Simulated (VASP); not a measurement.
Here is a VASP 6.6.1 calculation.

The input INCAR:

```
SYSTEM = Si3N
  ALGO = Normal
  DIPOL = 0.5 0.5 0.321
  EDIFF = 1E-6
  ENCUT = 520
  GGA = PE
  IDIPOL = 3
  ISIF = 2
  ISMEAR = 0
  IVDW = 12
  LASPH = .True.
  LCHARG = .False.
  LDIPOL = .True.
  LREAL = .False.
  LWAVE = .False.
  NBANDS = 27
  NELM = 100
  PREC = Accurate
  SIGMA = 0.05
```

File KPOINTS:

```
k-points
0
Gamma
  7 5 1
  0 0 0
```

Contents of POSCAR:

```
Si3N
1.0
    3.8333442755      0.0000000000      0.0000000000
    0.0000000000      5.4211674636      0.0000000000
    0.0000000000      0.0000000000     22.4877586337
Si N
6 2
Direct
    0.5000000000      0.0000000000      0.1778745523
    0.0000000000      0.2500000000      0.1778745523
    0.0000000000      0.5038839981      0.2608672216
    0.5000000000      0.7461160019      0.2608672216
    0.5000000000      0.0086033066      0.3418641564
    0.0000000000      0.2413966934      0.3418641564
    0.8333333333      0.1752699732      0.4797169344
    0.8333333333      0.1752699732      0.5286324363
```

Potentials or basis: VASP PAW PBE potentials, release 64 (Si, N).

Command:

```sh
$ cat potpaw_PBE.64/Si/POTCAR potpaw_PBE.64/N/POTCAR > POTCAR
$ mpirun -np 1 vasp_std > vasp.out
```

Task: What does it give for the dispersion energy per atom?

Result: -0.205 eV.

Task: What does it give for the band gap on the k mesh?

Result: Zero (bands 17 and 18 overlap by 0.30 eV).

Task: Predict the largest force.

Result: 2.228 eV/Å.

Forces on the atoms (eV/Å):
```
Si   0.016  0.576 -0.032
Si  -0.014 -0.570 -0.037
Si   0.011 -0.088 -0.025
Si  -0.009  0.109 -0.013
Si  -0.028 -0.063  0.021
Si   0.031  0.042 -0.114
N   -0.014 -0.015 -2.029
N    0.007  0.009  2.228
```

Caveat: the standard files for N, O and F lose accuracy on very short bonds.
